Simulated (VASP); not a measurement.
# WSe2 (P2_1/m) in VASP: single point with PBE+D3(BJ)

Aim: the single point of WSe2 with PBE+D3(BJ).

All numbers are computed with VASP 6.6.1; they aren't measurements. Logs are shortened: lines on timing, memory, paths and dates and some standing lists are left out, and cuts for length are marked.

## Step 1: The cell of the first run

The structure is monoclinic, space group P2_1/m (No. 11). The conventional cell has a = 3.279 Å, b = 12.789 Å, c = 3.279 Å, α = 90.00°, β = 120.00°, γ = 90.00°. Within 3.3 Å of W (site symmetry m) lie 6 Se at 2.53 to 2.54 Å and 6 W at 3.28 Å. Se (site symmetry 1) has 3 W at 2.53 to 2.54 Å and 8 Se at 3.28 to 3.37 Å within 3.4 Å.

## Step 2: Single point, PBE+D3(BJ) (atoms displaced along a vibrational mode)

INCAR

```
SYSTEM = WSe2
PREC = Accurate
ENCUT = 520
EDIFF = 1E-7
ISMEAR = 0
SIGMA = 0.05
LREAL = .FALSE.
LASPH = .TRUE.
NELM = 80
ALGO = Normal
ISIF = 2
LWAVE = .FALSE.
LCHARG = .FALSE.
GGA = PE
IVDW = 12
NBANDS = 35
```

KPOINTS

```
Automatic mesh
0
G
  12 12 2
  0 0 0
```

POSCAR

```
WSe2
1.0
    3.2790275604      0.0000000000      0.0000000000
   -1.6395137802      2.8397211670      0.0000000000
    0.0000000000      0.0000000000     12.7886113462
W Se
2 4
Direct
    0.2142814901      0.5795146687      0.2500000000
    0.7857185099      0.4204853313      0.7500000000
    0.4517233911      0.7533342040      0.6182912225
    0.5482766089      0.2466657960      0.1182912225
    0.4517233911      0.7533342040      0.8817087775
    0.5482766089      0.2466657960      0.3817087775
```

Potentials or basis: VASP PAW PBE potentials, release 64 (W_sv, Se).

Command:

```sh
$ cat potpaw_PBE.64/W_sv/POTCAR potpaw_PBE.64/Se/POTCAR > POTCAR
$ mpirun -np 1 vasp_std > vasp.out
```

OUTCAR:

```text
SYSTEM = WSe2
   PREC = Accurate
   ENCUT = 520
   EDIFF = 1E-7
   ISMEAR = 0
   LREAL = .FALSE.
   LASPH = .TRUE.
   NELM = 80
   ISIF = 2
   GGA = PE
   IVDW = 12
 IVDW          = 12

 ion  position               nearest neighbor table
   1  0.214  0.580  0.250-   4 2.53   6 2.53   4 2.53   6 2.53   4 2.54   6 2.54
   2  0.786  0.420  0.750-   3 2.53   5 2.53   3 2.53   5 2.53   3 2.54   5 2.54
   3  0.452  0.753  0.618-   2 2.53   2 2.53   2 2.54
   4  0.548  0.247  0.118-   1 2.53   1 2.53   1 2.54
   5  0.452  0.753  0.882-   2 2.53   2 2.53   2 2.54
   6  0.548  0.247  0.382-   1 2.53   1 2.53   1 2.54

  LATTYP: Found a hexagonal cell.
 ALAT       =     3.2790275604
 C/A-ratio  =     3.9001231648

  Lattice vectors:

 A1 = (   3.2790275604,   0.0000000000,   0.0000000000)
 A2 = (  -1.6395137802,   2.8397211670,   0.0000000000)
 A3 = (   0.0000000000,   0.0000000000,  12.7886113462)

Analysis of symmetry for initial positions (statically):
=====================================================================
 Subroutine PRICEL returns:
 Original cell was already a primitive cell.

 Routine SETGRP: Setting up the symmetry group for a
 hexagonal supercell.

 Subroutine GETGRP returns: Found  4 space group operations
 (whereof  2 operations were pure point group operations)
 out of a pool of 24 trial point group operations.

The static configuration has the point symmetry S_2 .
 The point group associated with its full space group is C_2h.

Analysis of symmetry for dynamics (positions and initial velocities):
=====================================================================
 Subroutine PRICEL returns:
 Original cell was already a primitive cell.

 Routine SETGRP: Setting up the symmetry group for a
 hexagonal supercell.

 Subroutine GETGRP returns: Found  4 space group operations
 (whereof  2 operations were pure point group operations)
 out of a pool of 24 trial point group operations.

The dynamic configuration has the point symmetry S_2 .
 The point group associated with its full space group is C_2h.

 Subroutine INISYM returns: Found  4 space group operations
 (whereof  2 operations are pure point group operations),
 and found     1 'primitive' translations

----------------------------------------------------------------------------------------

                                     Primitive cell

  volume of cell :     119.0815

  direct lattice vectors                    reciprocal lattice vectors
     3.279027560  0.000000000  0.000000000     0.304968464  0.176073625  0.000000000
    -1.639513780  2.839721167  0.000000000     0.000000000  0.352147250  0.000000000
     0.000000000  0.000000000 12.788611346     0.000000000  0.000000000  0.078194573

  length of vectors
     3.279027560  3.279027560 12.788611346     0.352147250  0.352147250  0.078194573

  position of ions in fractional coordinates (direct lattice)
     0.214281490  0.579514669  0.250000000
     0.785718510  0.420485331  0.750000000
     0.451723391  0.753334204  0.618291222
     0.548276609  0.246665796  0.118291222
     0.451723391  0.753334204  0.881708778
     0.548276609  0.246665796  0.381708778

  ion indices of the primitive-cell ions
   primitive index   ion index
                 1           1
                 2           2
                 3           3
                 4           4
                 5           5
                 6           6

----------------------------------------------------------------------------------------

 KPOINTS: Automatic mesh

Automatic generation of k-mesh.
 Grid dimensions read from file:
 generate k-points for:   12   12    2

 Generating k-lattice:

  Cartesian coordinates                     Fractional coordinates (reciprocal lattice)
     0.025414039  0.014672802  0.000000000     0.083333333  0.000000000  0.000000000
     0.000000000  0.029345604  0.000000000     0.000000000  0.083333333  0.000000000
     0.000000000  0.000000000  0.039097286     0.000000000  0.000000000  0.500000000

  Length of vectors
     0.029345604  0.029345604  0.039097286

  Shift w.r.t. Gamma in fractional coordinates (k-lattice)
     0.000000000  0.000000000  0.000000000

 Subroutine IBZKPT returns following result:
 ===========================================

 Found    148 irreducible k-points:

 Following reciprocal coordinates:
            Coordinates               Weight
  0.000000  0.000000  0.000000      1.000000
  0.083333  0.000000  0.000000      2.000000
  0.000000  0.083333  0.000000      2.000000
 -0.083333  0.083333  0.000000      2.000000
  0.166667  0.000000  0.000000      2.000000
  0.000000  0.166667  0.000000      2.000000
[... 16 lines left out ...]
  0.166667  0.083333  0.000000      2.000000
 -0.083333  0.250000  0.000000      2.000000
 [... further k-points ...]
   k-points           NKPTS =    148   k-points in BZ     NKDIM =    148   number of bands    NBANDS=     35
   number of dos      NEDOS =    301   number of ions     NIONS =      6
   total plane-waves  NPLWV =  55296
   dimension x,y,z NGX =    24 NGY =   24 NGZ =   96
   dimension x,y,z NGXF=    48 NGYF=   48 NGZF=  192
   ions per type =               2   4
   NGX,Y,Z   is equivalent  to a cutoff of  12.17, 12.17, 12.48 a.u.
   NGXF,Y,Z  is equivalent  to a cutoff of  24.34, 24.34, 24.96 a.u.
 SYSTEM =  WSe2
   PREC   = accura    normal or accurate (medium, high low for compatibility)
   ISTART =      0    job   : 0-new  1-cont  2-samecut
   ICHARG =      2    charge: 1-file 2-atom 10-const
   ISPIN  =      1    spin polarized calculation?
   LNONCOLLINEAR =      F non collinear calculations
   LSORBIT =      F    spin-orbit coupling
   LASPH  =      T    aspherical Exc in radial PAW
   ENCUT  =  520.0 eV  38.22 Ry    6.18 a.u.   6.10  6.10 23.78*2*pi/ulx,y,z
   NELM   =     80;   NELMIN=  2; NELMDL= -5     # of ELM steps
   EDIFF  = 0.1E-06   stopping-criterion for ELM
   LREAL  =      F    real-space projection
   EDIFFG = 0.1E-05   stopping-criterion for IOM
   NSW    =      0    number of steps for IOM
   IBRION =     -1    ionic relax: 0-MD 1-quasi-New 2-CG
   NFREE  =      0    steps in history (QN), initial steepest desc. (CG)
   ISIF   =      2    stress and relaxation
   ISYM   =      2    0-nonsym 1-usesym 2-fastsym
   POTIM  = 0.5000    time-step for ionic-motion
   TEBEG  =    0.0;   TEEND  =   0.0 temperature during run
   PSTRESS=    0.0 pullay stress
   NELECT =      52.0000    total number of electrons
   NUPDOWN=      -1.0000    fix difference up-down
   EMIN   =  10.00;   EMAX   =-10.00  energy-range for DOS
   EFERMI =   0.00;   METHOD = LEGACY
   ISMEAR =     0;   SIGMA  =   0.05  broadening in eV -4-tet -1-fermi 0-gaus
   EFERMI_NEDOS =   21; number of points for ismear=-14 and -15
   IALGO  =     38    algorithm
   IMIX   =      4    mixing-type and parameters
     AMIX     =   0.40;   BMIX     =  1.00
     AMIX_MAG =   1.60;   BMIX_MAG =  1.00
  volume/ion in A,a.u.               =      19.85       133.93
  Fermi-wavevector in a.u.,A,eV,Ry     =   1.242018  2.347074 20.988466  1.542609
  Thomas-Fermi vector in A             =   2.376391
   LORBIT       =      0    0 simple, 1 ext, 2 COOP (PROOUT), +10 PAW based schemes
   GGA     = PE    functional components
   LHFCALC =     F    Hartree Fock is set to
   AEXX    =    0.0000 exact exchange contribution
   IVDW    =    12    specifies the selected vdW correction
   LEPSILON=     F    determine dielectric tensor
   LRPA    =     F    only Hartree local field effects (RPA)
 non-spin polarized calculation
 Gauss-broadening in eV      SIGMA  =   0.05
  energy-cutoff  :      520.00
  volume of cell :      119.08
 maximum number of plane-waves:      3248
   NGX = 13   NGY = 13   NGZ = 47

 number of electron      51.9999999 magnetization

 Free energy of the ion-electron system (eV)
  ---------------------------------------------------
  ext. energy  EPLUGINS =         0.00000000
  ---------------------------------------------------
  free energy    TOTEN  =       -43.00600502 eV

  energy without entropy =      -43.00600502  energy(sigma->0) =      -43.00600502

 E-fermi :   6.8371     XC(G=0): -10.8910

 val. band max:        6.5661068195   @ k =   0.0000   0.0000   0.0000
 cond. band min:       7.4290407566   @ k =  -0.3333   0.1667   0.0000
 fundamental gap:      0.8629339372
 Fermi energy:         6.8370624740

 k-point     1 :       0.0000    0.0000    0.0000
  band No.  band energies     occupation
      1     -67.8074      2.00000
      2     -67.8074      2.00000
      3     -32.0611      2.00000
      4     -32.0611      2.00000
      5     -31.9205      2.00000
      6     -31.9205      2.00000
[... 27 lines left out ...]
     34       9.5466      0.00000
     35      11.0820      0.00000

 k-point     2 :       0.0833    0.0000    0.0000
  band No.  band energies     occupation
      1     -67.8067      2.00000
      2     -67.8067      2.00000
      3     -32.0580      2.00000
      4     -32.0580      2.00000
      5     -31.9366      2.00000
      6     -31.9366      2.00000
[... 27 lines left out ...]
     34       9.5012      0.00000
     35      11.6823      0.00000

 k-point     3 :       0.0000    0.0833    0.0000
  band No.  band energies     occupation
      1     -67.8067      2.00000
      2     -67.8067      2.00000
      3     -32.0580      2.00000
      4     -32.0580      2.00000
      5     -31.9365      2.00000
      6     -31.9365      2.00000
[... 27 lines left out ...]
     34       9.4315      0.00000
     35      11.7099      0.00000
[... 723 lines left out ...]
 k-point    23 :       0.1667    0.0833    0.0000
  band No.  band energies     occupation
      1     -67.8030      2.00000
      2     -67.8030      2.00000
      3     -32.0422      2.00000
      4     -32.0422      2.00000
      5     -32.0163      2.00000
      6     -32.0163      2.00000
[... 27 lines left out ...]
     34      10.3353      0.00000
     35      12.9814      0.00000

 k-point    24 :      -0.0833    0.2500    0.0000
  band No.  band energies     occupation
      1     -67.8030      2.00000
      2     -67.8030      2.00000
      3     -32.0422      2.00000
      4     -32.0422      2.00000
      5     -32.0156      2.00000
      6     -32.0156      2.00000
[... 27 lines left out ...]
     34      10.2581      0.00000
     35      13.1615      0.00000

 [... further k-points ...]

------------------------ aborting loop because EDIFF is reached ----------------------------------------

 Edisp (eV)   -2.85318

 E8    (eV) :    -1.2728

  FORCE on cell =-STRESS in cart. coord.  units (eV):
  Direction    XX          YY          ZZ          XY          YZ          ZX
  --------------------------------------------------------------------------------------
  -------------------------------------------------------------------------------------
  Total       0.26315     0.44343     0.86525    -0.21002     0.00000     0.00000
  in kB       3.54051     5.96609    11.64144    -2.82569     0.00000     0.00000
  external pressure =        7.05 kB  Pullay stress =        0.00 kB

 VOLUME and BASIS-vectors are now :
 -----------------------------------------------------------------------------
  energy-cutoff  :      520.00
  volume of cell :      119.08
      direct lattice vectors                 reciprocal lattice vectors
     3.279027560  0.000000000  0.000000000     0.304968464  0.176073625  0.000000000
    -1.639513780  2.839721167  0.000000000     0.000000000  0.352147250  0.000000000
     0.000000000  0.000000000 12.788611346     0.000000000  0.000000000  0.078194573

 POSITION                                       TOTAL-FORCE (eV/Angst)
 -----------------------------------------------------------------------------------
     -0.24749      1.64566      3.19715         0.064205      0.095822     -0.000000
      1.88700      1.19406      9.59146        -0.064205     -0.095822      0.000000
      0.24611      2.13926      7.90709         0.015647     -0.039658      0.031992
      1.39340      0.70046      1.51278        -0.015647      0.039658      0.031992
      0.24611      2.13926     11.27583         0.015647     -0.039658     -0.031992
      1.39340      0.70046      4.88153        -0.015647      0.039658     -0.031992
 -----------------------------------------------------------------------------------
    total drift:                                0.000000      0.000000     -0.000000

  FREE ENERGIE OF THE ION-ELECTRON SYSTEM (eV)
  ---------------------------------------------------
  free  energy   TOTEN  =       -45.8591868477 eV

  energy  without entropy=      -45.8591868477  energy(sigma->0) =      -45.85918685
```

Wall time 6.2 min (1 thread of Intel Xeon Platinum 8259CL at 2.50GHz (Skylake/Cascade Lake), shared host); peak memory 0.59 GiB.

What came out:

* Free energy: -45.8592 eV
* Pressure: 0.7 GPa
* Largest force: 0.115 eV/Å
* Band gap on the k mesh: 0.86 eV (least direct gap 1.59 eV)
* Dispersion energy per atom: -0.476 eV

Forces in eV/Å, atoms in the order of the input:
```
W    0.064  0.096  0.000
W   -0.064 -0.096  0.000
Se   0.016 -0.040  0.032
Se  -0.016  0.040  0.032
Se   0.016 -0.040 -0.032
Se  -0.016  0.040 -0.032
```

Stress tensor (GPa, compression positive):
```
 0.35 -0.28  0.00
-0.28  0.60  0.00
 0.00  0.00  1.16
```

Caveat: the cell differs from its parent crystal (atoms displaced along a vibrational mode); spin-orbit coupling is left out, which moves the levels of the heavy elements.
